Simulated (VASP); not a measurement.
# Mg (P6_3/mmc) in VASP: settings compared

Mg is run at these levels: BLYP, RPBE+D3(BJ), revPBE; tasks: relaxation of cell and atoms, single point.

Everything below comes from runs of VASP 6.6.1. Logs are shortened: lines on timing, memory, paths and dates and some standing lists are left out, and cuts for length are marked.

## Step 1: The cell of the first run

Symmetry: P6_3/mmc, No. 194, hexagonal system. Conventional cell: a = 3.209 Å, b = 3.209 Å, c = 5.210 Å, α = 90.00°, β = 90.00°, γ = 120.00°. Mg (site symmetry -6m2) has 12 Mg at 3.20 to 3.21 Å within 4.2 Å.

## Step 2: Relaxation of cell and atoms, BLYP

Contents of INCAR:

```
  AGGAC = 1.0
  AGGAX = 1.0
  ALDAC = 0.0
  ALDAX = 1.0
  ALGO = Normal
  EDIFF = 1E-6
  EDIFFG = -0.005
  ENCUT = 600
  GGA = B5
  IBRION = 2
  ISIF = 3
  ISMEAR = -1
  LASPH = T
  LCHARG = F
  LREAL = F
  LWAVE = F
  NELM = 60
  NSW = 80
  PREC = Accurate
  SIGMA = 0.05
```

Contents of KPOINTS:

```
k-points
0
Gamma
  10 10 5
```

Contents of POSCAR:

```
Mg
1.0
    3.2093000000      0.0000000000      0.0000000000
   -1.6046500000      2.7793353284      0.0000000000
    0.0000000000      0.0000000000      5.2103000000
Mg
2
Direct
    0.6666666667      0.3333333333      0.7500000000
    0.3333333333      0.6666666667      0.2500000000
```

Potentials or basis: VASP PAW PBE potentials, release 64 (Mg).

Run with:

```sh
cat potpaw_PBE.64/Mg/POTCAR > POTCAR
mpirun -np 1 vasp_std > vasp.out
```

OUTCAR:

```text
EDIFF = 1E-6
   EDIFFG = -0.005
   ENCUT = 600
   GGA = B5
   IBRION = 2
   ISIF = 3
   ISMEAR = -1
   LASPH = T
   LREAL = F
   NELM = 60
   NSW = 80
   PREC = Accurate

 ion  position               nearest neighbor table
   1  0.667  0.333  0.750-   2 3.20   2 3.20   2 3.20   2 3.20   2 3.20   2 3.20
   2  0.333  0.667  0.250-   1 3.20   1 3.20   1 3.20   1 3.20   1 3.20   1 3.20

  LATTYP: Found a hexagonal cell.
 ALAT       =     3.2093000000
 C/A-ratio  =     1.6235004518

  Lattice vectors:

 A1 = (   3.2093000000,   0.0000000000,   0.0000000000)
 A2 = (  -1.6046500000,   2.7793353284,   0.0000000000)
 A3 = (   0.0000000000,   0.0000000000,   5.2103000000)

Analysis of symmetry for initial positions (statically):
=====================================================================
 Subroutine PRICEL returns:
 Original cell was already a primitive cell.

 Routine SETGRP: Setting up the symmetry group for a
 hexagonal supercell.

 Subroutine GETGRP returns: Found 24 space group operations
 (whereof 12 operations were pure point group operations)
 out of a pool of 24 trial point group operations.

The static configuration has the point symmetry D_3d.
 The point group associated with its full space group is D_6h.

Analysis of symmetry for dynamics (positions and initial velocities):
=====================================================================
 Subroutine PRICEL returns:
 Original cell was already a primitive cell.

 Routine SETGRP: Setting up the symmetry group for a
 hexagonal supercell.

 Subroutine GETGRP returns: Found 24 space group operations
 (whereof 12 operations were pure point group operations)
 out of a pool of 24 trial point group operations.

The dynamic configuration has the point symmetry D_3d.
 The point group associated with its full space group is D_6h.

 Subroutine INISYM returns: Found 24 space group operations
 (whereof 12 operations are pure point group operations),
 and found     1 'primitive' translations

----------------------------------------------------------------------------------------

                                     Primitive cell

  volume of cell :      46.4744

  direct lattice vectors                    reciprocal lattice vectors
     3.209300000  0.000000000  0.000000000     0.311594429  0.179899127  0.000000000
[... 96 lines left out ...]
   PSTRESS=    0.0 pullay stress
   NELECT =       4.0000    total number of electrons
   NUPDOWN=      -1.0000    fix difference up-down
   EMIN   =  10.00;   EMAX   =-10.00  energy-range for DOS
   EFERMI =   0.00;   METHOD = LEGACY
   ISMEAR =    -1;   SIGMA  =   0.05  broadening in eV -4-tet -1-fermi 0-gaus
   EFERMI_NEDOS =   21; number of points for ismear=-14 and -15
   IALGO  =     38    algorithm
   IMIX   =      4    mixing-type and parameters
     AMIX     =   0.40;   BMIX     =  1.00
     AMIX_MAG =   1.60;   BMIX_MAG =  1.00
  volume/ion in A,a.u.               =      23.24       156.81
  Fermi-wavevector in a.u.,A,eV,Ry     =   0.722809  1.365911  7.108401  0.522453
  Thomas-Fermi vector in A             =   1.812866
   LORBIT       =      0    0 simple, 1 ext, 2 COOP (PROOUT), +10 PAW based schemes
   GGA     = B5    functional components
   LHFCALC =     F    Hartree Fock is set to
   AEXX    =    0.0000 exact exchange contribution
   IVDW    =     0    specifies the selected vdW correction
   LEPSILON=     F    determine dielectric tensor
   LRPA    =     F    only Hartree local field effects (RPA)
 conjugate gradient relaxation of ions
 non-spin polarized calculation
  energy-cutoff  :      600.00
  volume of cell :       46.47
 maximum number of plane-waves:      1578
 NGX is ok and might be reduce to    28
   NGX = 13   NGY = 13   NGZ = 21

--------------------------------------- Ionic step        1  -------------------------------------------

 number of electron       4.0000000 magnetization

 Free energy of the ion-electron system (eV)
  ---------------------------------------------------
  ext. energy  EPLUGINS =         0.00000000
  ---------------------------------------------------
  free energy    TOTEN  =        -1.48733681 eV

  energy without entropy =       -1.47516127  energy(sigma->0) =       -1.48124904

------------------------ aborting loop because EDIFF is reached ----------------------------------------

  FORCE on cell =-STRESS in cart. coord.  units (eV):
  Direction    XX          YY          ZZ          XY          YZ          ZX
  --------------------------------------------------------------------------------------
  -------------------------------------------------------------------------------------
  Total       -0.0321515     -0.0321515      0.3784170      0.0000000      0.0000000      0.0000000
  in kB       -1.1084018     -1.1084018     13.0456957      0.0000000      0.0000000      0.0000000
  external PRESSURE =       3.6096307 kB  Pullay stress =       0.0000000 kB
[... 239 lines left out ...]
--------------------------------------- Ionic step        8  -------------------------------------------

 number of electron       4.0000000 magnetization

 Free energy of the ion-electron system (eV)
  ---------------------------------------------------
  ext. energy  EPLUGINS =         0.00000000
  ---------------------------------------------------
  free energy    TOTEN  =        -1.49448092 eV

  energy without entropy =       -1.48552004  energy(sigma->0) =       -1.49000048

 E-fermi :   2.9981     XC(G=0):  -7.9680

 val. band max:        2.9690931321   @ k =   0.3000   0.3000   0.4000
 cond. band min:       3.0221690941   @ k =   0.4000   0.1000   0.4000
 fundamental gap:      0.0530759620
 Fermi energy:         2.9981143600

 k-point     1 :       0.0000    0.0000    0.0000
  band No.  band energies     occupation
      1      -3.8685      2.00000
      2       1.2015      2.00000
      3       1.2370      2.00000
      4      14.1626      0.00000
      5      14.1626      0.00000
      6      14.2150      0.00000
[... 199 lines left out ...]
 k-point    24 :       0.4000    0.1000    0.2000
  band No.  band energies     occupation
      1       0.4193      2.00000
      2       2.2450      2.00000
      3       3.4909      0.00010
      4       5.2476      0.00000
      5       7.1165      0.00000
      6       8.1371      0.00000

 [... further k-points ...]

------------------------ aborting loop because EDIFF is reached ----------------------------------------

  FORCE on cell =-STRESS in cart. coord.  units (eV):
  Direction    XX          YY          ZZ          XY          YZ          ZX
  --------------------------------------------------------------------------------------
  -------------------------------------------------------------------------------------
  Total       -0.0083352     -0.0083352     -0.0089920      0.0000000      0.0000000      0.0000000
  in kB       -0.2836076     -0.2836076     -0.3059566      0.0000000      0.0000000      0.0000000
  external PRESSURE =      -0.2910573 kB  Pullay stress =       0.0000000 kB
[... 17 lines left out ...]
  FREE ENERGIE OF THE ION-ELECTRON SYSTEM (eV)
  ---------------------------------------------------
  free  energy   TOTEN  =        -1.4944809163 eV

  energy  without entropy=       -1.4855200378  energy(sigma->0) =       -1.49000048

 reached required accuracy - stopping structural energy minimisation
```

Wall time 79 s (1 thread of Intel Xeon Platinum 8488C (Sapphire Rapids), shared host); peak memory 0.18 GiB.

Results:

```
Free energy                            : -1.4945 eV
Relaxed volume                         : 23.54 Å³/atom
Relaxed cell                           : a = 3.179 Å, b = 3.179 Å, c = 5.380 Å, α = 90.00°, β = 90.00°, γ = 120.00°
Space group after relaxing (to 0.05 Å) : P6_3/mmc (No. 194)
Energy gained by relaxing              : 3.6 meV/atom
Ionic steps                            : 8
Pressure after relaxing                : 0.0 GPa
Band gap on the k mesh                 : zero (band 2 reaches 3.49 eV, above the bottom of band 3 at 1.24 eV)
```

The path:
| step | energy change (eV) | largest force (eV/Å) | pressure (GPa) | volume (Å³) |
| --- | --- | --- | --- | --- |
| 1 | 0.0000 | 0.0000 | 0.36 | 46.47 |
| 2 | -0.0032 | 0.0000 | 0.12 | 46.83 |
| 3 | -0.0057 | 0.0000 | -0.53 | 47.87 |
| 4 | -0.0060 | 0.0000 | -0.40 | 47.63 |
| 5 | -0.0071 | 0.0000 | -0.12 | 47.24 |
| 6 | -0.0071 | 0.0000 | -0.08 | 47.18 |
| 7 | -0.0071 | 0.0000 | -0.09 | 47.19 |
| 8 | -0.0071 | 0.0000 | -0.03 | 47.09 |

Final structure:
```xyz
2
Lattice="3.1791 0.0000 0.0000 -1.5896 2.7532 0.0000 0.0000 0.0000 5.3798" Properties=species:S:1:pos:R:3 pbc="T T T"
Mg    1.5896    0.9177    4.0349
Mg    0.0000    1.8355    1.3450
```

Caveat: the PAW data sets were made with another functional, which shifts forces and pressure a little. BLYP gives volumes clearly too large for solids.

## Step 3: Relaxation of cell and atoms, RPBE+D3(BJ)

Contents of INCAR:

```
SYSTEM = Mg
  PREC = Accurate
  ENCUT = 600
  EDIFF = 1E-7
  ISMEAR = -1
  SIGMA = 0.05
  LREAL = .FALSE.
  LASPH = .TRUE.
  NELM = 100
  ALGO = Normal
  ISIF = 3
  LWAVE = .FALSE.
  LCHARG = .FALSE.
  GGA = RP
  IVDW = 12
  IBRION = 2
  NSW = 80
  EDIFFG = -0.005
```

Contents of KPOINTS:

```
regular mesh
0
G
  10 10 5
  0 0 0
```

POSCAR is that of step 2.

Potentials or basis: VASP PAW PBE potentials, release 64 (Mg).

Run with:

```sh
cat potpaw_PBE.64/Mg/POTCAR > POTCAR
mpirun -np 1 vasp_std > vasp.out
```

OUTCAR:

```text
SYSTEM = Mg
   PREC = Accurate
   ENCUT = 600
   EDIFF = 1E-7
   ISMEAR = -1
   LREAL = .FALSE.
   LASPH = .TRUE.
   NELM = 100
   ISIF = 3
   GGA = RP
   IVDW = 12
   IBRION = 2
   NSW = 80
   EDIFFG = -0.005
 IVDW          = 12

 ion  position               nearest neighbor table
   1  0.667  0.333  0.750-   2 3.20   2 3.20   2 3.20   2 3.20   2 3.20   2 3.20
   2  0.333  0.667  0.250-   1 3.20   1 3.20   1 3.20   1 3.20   1 3.20   1 3.20

  LATTYP: Found a hexagonal cell.
 ALAT       =     3.2093000000
 C/A-ratio  =     1.6235004518

  Lattice vectors:

 A1 = (   3.2093000000,   0.0000000000,   0.0000000000)
 A2 = (  -1.6046500000,   2.7793353284,   0.0000000000)
 A3 = (   0.0000000000,   0.0000000000,   5.2103000000)

Analysis of symmetry for initial positions (statically):
=====================================================================
 Subroutine PRICEL returns:
 Original cell was already a primitive cell.

 Routine SETGRP: Setting up the symmetry group for a
 hexagonal supercell.

 Subroutine GETGRP returns: Found 24 space group operations
 (whereof 12 operations were pure point group operations)
 out of a pool of 24 trial point group operations.
[... 154 lines left out ...]
   NGX = 13   NGY = 13   NGZ = 21

--------------------------------------- Ionic step        1  -------------------------------------------

 number of electron       4.0000000 magnetization

 Free energy of the ion-electron system (eV)
  ---------------------------------------------------
  ext. energy  EPLUGINS =         0.00000000
  ---------------------------------------------------
  free energy    TOTEN  =        -2.67587002 eV

  energy without entropy =       -2.66427081  energy(sigma->0) =       -2.67007041

------------------------ aborting loop because EDIFF is reached ----------------------------------------

 Edisp (eV)   -2.50144

 E8    (eV) :    -1.5944
[... 31 lines left out ...]
--------------------------------------- Ionic step        2  -------------------------------------------

 number of electron       4.0000000 magnetization

 E-fermi :   4.4575     XC(G=0):  -9.2787

 val. band max:        4.3410619432   @ k =   0.3000   0.3000   0.0000
 cond. band min:       4.4733111914   @ k =   0.4000   0.1000   0.4000
 fundamental gap:      0.1322492482
 Fermi energy:         4.4575301924

 k-point     1 :       0.0000    0.0000    0.0000
  band No.  band energies     occupation
      1      -3.8405      2.00000
      2       2.1429      2.00000
      3       3.0843      2.00000
      4      17.1222      0.00000
      5      17.1222      0.00000
      6      17.8968      0.00000
[... 406 lines left out ...]
--------------------------------------- Ionic step        7  -------------------------------------------

 number of electron       4.0000000 magnetization

 Free energy of the ion-electron system (eV)
  ---------------------------------------------------
  ext. energy  EPLUGINS =         0.00000000
  ---------------------------------------------------
  free energy    TOTEN  =        -1.93529502 eV

  energy without entropy =       -1.92756548  energy(sigma->0) =       -1.93143025

 E-fermi :   4.7066     XC(G=0):  -9.4054

 val. band max:        4.5605836797   @ k =   0.3000   0.3000   0.0000
 cond. band min:       4.7227620691   @ k =   0.4000   0.1000   0.4000
 fundamental gap:      0.1621783895
 Fermi energy:         4.7066250353

 k-point     1 :       0.0000    0.0000    0.0000
  band No.  band energies     occupation
      1      -3.7766      2.00000
      2       2.3495      2.00000
      3       3.3642      2.00000
      4      17.5732      0.00000
      5      17.5732      0.00000
      6      18.4288      0.00000
[... 240 lines left out ...]
  FREE ENERGIE OF THE ION-ELECTRON SYSTEM (eV)
  ---------------------------------------------------
  free  energy   TOTEN  =        -5.8829165729 eV

  energy  without entropy=       -5.8751870369  energy(sigma->0) =       -5.87905180

 reached required accuracy - stopping structural energy minimisation
```

OSZICAR:

```text
N       E                     dE             d eps       ncg     rms          rms(c)
DAV:   1     0.832444208873E+00    0.83244E+00   -0.14380E+03   504   0.538E+02
DAV:   2    -0.265852749147E+01   -0.34910E+01   -0.32782E+01   714   0.313E+01
DAV:   3    -0.268271394390E+01   -0.24186E-01   -0.22937E-01   696   0.339E+00
DAV:   4    -0.268278698692E+01   -0.73043E-04   -0.73041E-04   720   0.178E-01
[... 44 lines left out ...]
       N       E                     dE             d eps       ncg     rms          rms(c)
DAV:   1    -0.193529435410E+01    0.39269E-02   -0.38621E-05   636   0.432E-02    0.210E-03
DAV:   2    -0.193529459815E+01   -0.24406E-06   -0.11755E-07   534   0.263E-03    0.132E-03
DAV:   3    -0.193529503729E+01   -0.43914E-06   -0.19885E-08   324   0.117E-03    0.558E-05
DAV:   4    -0.193529501601E+01    0.21277E-07   -0.10004E-09   264   0.252E-04
   7 F= -.58829166E+01 E0= -.58790518E+01  d E =-.932217E-05
```

CONTCAR:

```text
Mg
   1.00000000000000
     2.8745322236089854   -0.0000000000000000    0.0000000000000000
    -1.4372661118044927    2.4894179296660690   -0.0000000000000000
     0.0000000000000000    0.0000000000000000    4.6896213362570078
  Mg
     2
Direct
     0.6666666667000030    0.3333333332999970    0.7500000000000000
     0.3333333332999970    0.6666666667000030    0.2500000000000000

  0.00000000E+00  0.00000000E+00  0.00000000E+00
  0.00000000E+00  0.00000000E+00  0.00000000E+00
```

Wall time 35 s (1 thread of Intel Xeon Platinum 8488C (Sapphire Rapids), shared host); peak memory 0.2 GiB.

Results:

```yaml
Free_energy: -5.8829 eV
Relaxed_volume: 16.78 Å³/atom
Relaxed_cell: a = 2.875 Å, b = 2.875 Å, c = 4.690 Å, α = 90.00°, β = 90.00°, γ = 120.00°
Space_group_after_relaxing_to_0.05_Å: P6_3/mmc (No. 194)
Energy_gained_by_relaxing: 352.8 meV/atom
Ionic_steps: 7
Pressure_after_relaxing: 0.0 GPa
Band_gap_on_the_k_mesh: zero (band 2 reaches 5.14 eV, above the bottom of band 3 at 3.36 eV)
Dispersion_energy_per_atom: -1.974 eV
```

Step by step:
```tsv
step	energy change (eV)	largest force (eV/Å)	pressure (GPa)	volume (Å³)
1	0.0000	0.0000	-13.11	46.47
2	-0.6944	0.0000	-2.73	34.83
3	-0.7053	0.0000	-0.27	33.68
4	-0.7053	0.0000	0.27	33.45
5	-0.7056	0.0000	-0.08	33.59
6	-0.7056	0.0000	-0.06	33.59
7	-0.7056	0.0000	0.00	33.56
```

Final structure:
```yaml
crystal:
  lattice:
    - [2.87453, 0.00000, 0.00000]
    - [-1.43727, 2.48942, 0.00000]
    - [0.00000, 0.00000, 4.68962]
  atoms:
    - { symbol: Mg, position: [0.66667, 0.33333, 0.75000] }
    - { symbol: Mg, position: [0.33333, 0.66667, 0.25000] }
```

Levels at points of the mesh, in eV from the Fermi level:
```
           k point  band 1  band 2  band 3  band 4  band 5  band 6
(0.00, 0.00, 0.00)   -8.48   -2.36   -1.34   12.87   12.87   13.72
(0.50, 0.00, 0.00)   -2.81   -2.48    2.98    3.10    4.21    4.34
```

Caveat: the volume moved by over 15 % at a fixed basis, so the end points are rough; the PAW data sets were made with another functional, which shifts forces and pressure a little; the volume moved by -28 % from the deposited cell, more than functionals usually miss; pairwise dispersion overbinds metals, which lowers pressure and volume.

## Step 4: Single point, revPBE

This run uses another cell than the first one, of 21.84 Å³/atom, 0.940 times its volume.

Contents of INCAR:

```
SYSTEM = Mg
  PREC = Accurate
  ENCUT = 520
  EDIFF = 1E-6
  ISMEAR = -1
  SIGMA = 0.05
  LREAL = .False.
  LASPH = .True.
  NELM = 100
  ALGO = Fast
  ISIF = 2
  LWAVE = .False.
  LCHARG = .False.
  GGA = RE
  NBANDS = 9
```

Contents of KPOINTS:

```
Automatic mesh
0
Gamma
  10 10 5
  0 0 0
```

Contents of POSCAR:

```
Mg
1.0
    3.1437856987      0.0000000000      0.0000000000
   -1.5718928494      2.7225982792      0.0000000000
    0.0000000000      0.0000000000      5.1039375022
Mg
2
Direct
    0.6666666667      0.3333333333      0.7500000000
    0.3333333333      0.6666666667      0.2500000000
```

Run with:

```sh
cat potpaw_PBE.64/Mg/POTCAR > POTCAR
mpirun -np 1 vasp_std > vasp.out
```

Wall time 4.7 s (1 thread of Intel Xeon 6975P-C (Granite Rapids), shared host); peak memory 0.15 GiB.

The run converged. Its results:

```yaml
Free_energy: -2.6882 eV
Pressure: 2.9 GPa
Band_gap_on_the_k_mesh: zero (band 2 reaches 3.62 eV, above the bottom of band 3 at 1.77 eV)
```

Stress tensor (GPa, compression positive):
```
2.56 0.00 0.00
0.00 2.56 0.00
0.00 0.00 3.56
```

Levels at points of the mesh, in eV from the Fermi level:
```csv
k point,band 1,band 2,band 3,band 4,band 5
"(0.00, 0.00, 0.00)",-7.18,-1.82,-1.25,11.21,11.21
"(0.50, 0.00, 0.00)",-2.28,-2.20,2.70,2.98,3.42
```

Caveat: the PAW data sets were made with another functional, which shifts forces and pressure a little.

## Step 5: Summary

| task | level | cell | cutoff (eV) | gap on the mesh (eV) | pressure (GPa) | relaxed volume (Å³/atom) |
| --- | --- | --- | --- | --- | --- | --- |
| relaxation of cell and atoms | BLYP | relaxed from a = 3.209, b = 3.209, c = 5.210 Å, angles 90.0, 90.0, 120.0°, 2 atoms | 600 | none | 0.0 | 23.54 |
| relaxation of cell and atoms | RPBE+D3(BJ) | relaxed from a = 3.209, b = 3.209, c = 5.210 Å, angles 90.0, 90.0, 120.0°, 2 atoms | 600 | none | 0.0 | 16.78 |
| single point | revPBE | a = 3.144, b = 3.144, c = 5.104 Å, angles 90.0, 90.0, 120.0°, 2 atoms | 520 | none | 2.9 | - |

Alike in all rows: potentials or basis VASP PAW PBE potentials, release 64 (Mg); no spin polarisation; k mesh 10 × 10 × 5; smearing fermi-dirac 0.05 eV.

Caveats: the PAW data sets were made with another functional, which shifts forces and pressure a little; the volume moved by over 15 % at a fixed basis, so the end points are rough (some runs); the volume moved by -28 % from the deposited cell, more than functionals usually miss (some runs); pairwise dispersion overbinds metals, which lowers pressure and volume (some runs).

Total energies depend on the potentials used, so only differences within one code and one set of settings carry meaning.
